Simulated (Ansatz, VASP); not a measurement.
## BaTiO3: VASP beside Ansatz

The input INCAR:

```
  PREC = Accurate
  ENCUT = 520
  EDIFF = 1E-6
  ISMEAR = 0
  SIGMA = 0.05
  LREAL = F
  LASPH = T
  NELM = 60
  ALGO = Normal
  ISIF = 2
  LWAVE = F
  LCHARG = F
  GGA = PE
  NBANDS = 28
```

KPOINTS

```
regular mesh
0
Gamma
  8 8 8
```

The input POSCAR:

```
BaTiO3
1.0
    4.0192501416      0.0000000000      0.0000000000
    0.0000000000      4.0192501416      0.0502406268
    0.0000000000      0.0502406268      4.0192501416
Ba Ti O
1 1 3
Direct
    0.5000000000      0.5000000000      0.5000000000
    0.0000000000      0.0000000000      0.0000000000
    0.5000000000      0.0000000000      0.0000000000
    0.0000000000      0.5000000000      0.0000000000
    0.0000000000      0.0000000000      0.5000000000
```

Input for Ansatz:

```yaml
crystal:
  lattice:
    - [4.0192501416, 0.0, 0.0]
    - [0.0, 4.0192501416, 0.0502406268]
    - [0.0, 0.0502406268, 4.0192501416]
  atoms:
    - { symbol: Ba, position: [0.5, 0.5, 0.5] }
    - { symbol: Ti, position: [0.0, 0.0, 0.0] }
    - { symbol: O, position: [0.5, 0.0, 0.0] }
    - { symbol: O, position: [0.0, 0.5, 0.0] }
    - { symbol: O, position: [0.0, 0.0, 0.5] }
basis:
  ecutwfc: 420
kpoints:
  mp_grid: { grid: [8, 8, 8] }
hamiltonian:
  xc: pbe
scf:
  occupations: { method: gaussian, width: 0.05 }
output:
  forces: true
  stress: true
  eigenvalues: true
```

Change from the starting cell: strain +0.0250 x Voigt [0, 0, 0, 1, 0, 0], atoms carried along.

Alike in both runs: task single point; functional PBE; k mesh 8 × 8 × 8; occupations gaussian, width 0.05 eV; no spin polarisation.

|  | VASP | Ansatz |
| --- | --- | --- |
| version | VASP 6.6.1 | Ansatz 0.2.0 |
| potentials or method | VASP PAW PBE potentials, release 64 (Ba_sv, Ti_sv, O), cutoff 520 eV | scalar-relativistic, plane waves, PAW |
| valence electrons in the cell | 40 | 40 |

Ansatz gave:

- gap on the k mesh at the Fermi level (eV): 1.72
- least direct gap on the mesh (eV): 1.78
- pressure (GPa): 0.1
- traceless stress, the component that is largest in VASP (GPa): -2.99

Question: What did VASP give for the same quantities?

Answer: gap on the k mesh at the Fermi level (eV): 1.66; least direct gap on the mesh (eV): 1.76; pressure (GPa): 1.8; traceless stress, the component that is largest in VASP (GPa): -3.07.

With one functional, cell and mesh, what is left measures potentials, basis and numerics.

Neither program's run includes spin-orbit coupling.
